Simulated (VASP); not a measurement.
## GdN (rocksalt type): electric field gradients with PBE

The system is GdN (rocksalt type).

```
CELL_PARAMETERS angstrom
0.00000 2.49179 2.49179
2.49179 0.00000 2.49179
2.49179 2.49179 0.00000
ATOMIC_POSITIONS crystal
Gd 0.00000 0.00000 0.00000
N 0.50000 0.50000 0.50000
```

```yaml
Program: VASP 6.6.1
Task: electric field gradients
Functional: PBE
Potentials_or_basis: VASP PAW PBE potentials, release 64 (Gd, N)
Cutoff: 520 eV
k_mesh: 15 × 15 × 15
Occupations: fermi-dirac, width 0.05 eV
Spin: collinear spin, ferromagnetic start
Starting_moments: "[7.0, 0.0] μB"
Dipole_correction: no
Further_INCAR_settings: ALGO = Normal; EDIFF = 1e-08; NBANDS = 22
```

```json
{
  "Pressure": "0.1 GPa",
  "Band gap on the k mesh": "zero (filled and empty bands overlap)",
  "Net moment": "7.00 μB per cell",
  "Site moments": "Gd +6.80; N -0.09 μB",
  "Largest electric field gradient by atom": "under 0.05 V/Å² on every atom",
  "Valence electrons inside the program's atomic spheres": "Gd 15.23; N 3.63"
}
```

Levels at points of the mesh, in eV from the Fermi level:
Spin up:
```csv
k point,band 13,band 14,band 15,band 16,band 17,band 18
"(0.00, 0.00, 0.00)",0.17,0.17,0.17,2.42,2.42,2.42
```
Spin down:
| k point | band 4 | band 5 | band 6 | band 7 | band 8 | band 9 | band 10 | band 11 | band 12 | band 13 |
| --- | --- | --- | --- | --- | --- | --- | --- | --- | --- | --- |
| (0.00, 0.00, 0.00) | -18.59 | -13.13 | -0.95 | -0.95 | -0.95 | 1.62 | 2.16 | 2.16 | 2.16 | 2.79 |

Wall time 4.4 min on 1 thread of AMD EPYC 9R45 96-Core Processor (Zen 5), on a shared host, peak memory 0.27 GiB.

Caveat: spin-orbit coupling is left out, which moves the levels of the heavy elements; a cell with one magnetic atom can't hold antiferromagnetic order, which such compounds often take; semilocal functionals describe open f shells poorly, which spoils levels, moments and volumes. With open d or f shells a metallic result of PBE can be an artefact of self-interaction; +U or a hybrid may open a gap.
